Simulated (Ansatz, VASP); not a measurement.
# Two plane-wave programs on NaI

```
CELL_PARAMETERS angstrom
0.00000 3.27899 3.27899
3.27899 0.00000 3.27899
3.27899 3.27899 0.00000
ATOMIC_POSITIONS crystal
I 0.50000 0.50000 0.50000
Na 0.00000 0.00000 0.00000
```

Alike in both runs: task single point; functional LDA; k mesh 6 × 6 × 6; occupations fermi-dirac, width 0.05 eV; no spin polarisation.

```csv
,VASP,Ansatz
version,VASP 6.6.1,Ansatz 0.2.0
potentials or method,"VASP PAW LDA potentials, release 64 (I, Na_pv)",Ansatz PAW
plane-wave cutoff (eV),520,420
valence electrons in the cell,14,26
```

|  | VASP | Ansatz | Ansatz less VASP |
| --- | --- | --- | --- |
| gap on the k mesh at the Fermi level (eV) | 3.25 | 3.24 | -0.012 |
| least direct gap on the mesh (eV) | 3.25 | 3.24 | -0.012 |
| pressure (GPa) | -2.1 | -2.1 | -0.02 |

LDA's correlation is that of Perdew and Zunger in VASP and of Perdew and Wang (1992) in Ansatz. VASP's potentials hold 14 valence electrons a cell and Ansatz's 26, so a difference there can come from the potentials and not from the codes.

Spin-orbit coupling is off throughout.
